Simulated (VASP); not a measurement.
**InPd: single point with r2SCAN0**

The system is InPd.

```
CELL_PARAMETERS angstrom
0.00000 2.74607 2.74607
2.74607 0.00000 2.74607
2.74607 2.74607 0.00000
ATOMIC_POSITIONS crystal
In 0.00000 0.00000 0.00000
Pd 0.50000 0.50000 0.50000
```

| Quantity | Value |
| --- | --- |
| Program | VASP 6.6.1 |
| Task | single point |
| Functional | r2SCAN0 |
| Potentials or basis | VASP PAW PBE potentials, release 64 (In_d, Pd) |
| Cutoff | 520 eV |
| k mesh | 4 × 4 × 4 |
| Occupations | fermi-dirac, width 0.05 eV |
| Spin | no spin polarisation |
| Dipole correction | no |
| Grid for exact exchange (PRECFOCK) | Normal |
| Further INCAR settings | ALGO = Normal; EDIFF = 1e-07; NBANDS = 18 |
| Share of exact exchange | 0.25 |

```
Pressure               : -5.5 GPa
Band gap on the k mesh : zero (an odd number of electrons rules out a gap without spin polarisation)
```

Levels at points of the mesh, in eV from the Fermi level:
| k point | band 9 | band 10 | band 11 | band 12 | band 13 | band 14 |
| --- | --- | --- | --- | --- | --- | --- |
| (0.00, 0.00, 0.00) | -3.98 | -3.39 | -3.39 | 7.17 | 7.17 | 7.17 |
| (0.50, 0.00, 0.00) | -4.55 | -3.49 | -3.49 | -1.83 | 9.22 | 9.22 |
| (0.50, 0.50, 0.00) | -3.32 | -3.11 | -2.77 | 0.96 | 2.61 | 2.63 |

Wall time 29 min on 1 thread of Intel(R) Xeon(R) Platinum 8259CL CPU @ 2.50GHz (Skylake/Cascade Lake), on a shared host, peak memory 0.18 GiB.

Caveat: the k points lie up to 0.50 Å⁻¹ apart, too coarse for converged energies and pressures of a metal; the PAW data sets were made with another functional, which shifts forces and pressure a little; spin-orbit coupling is left out, which moves the levels of the heavy elements.
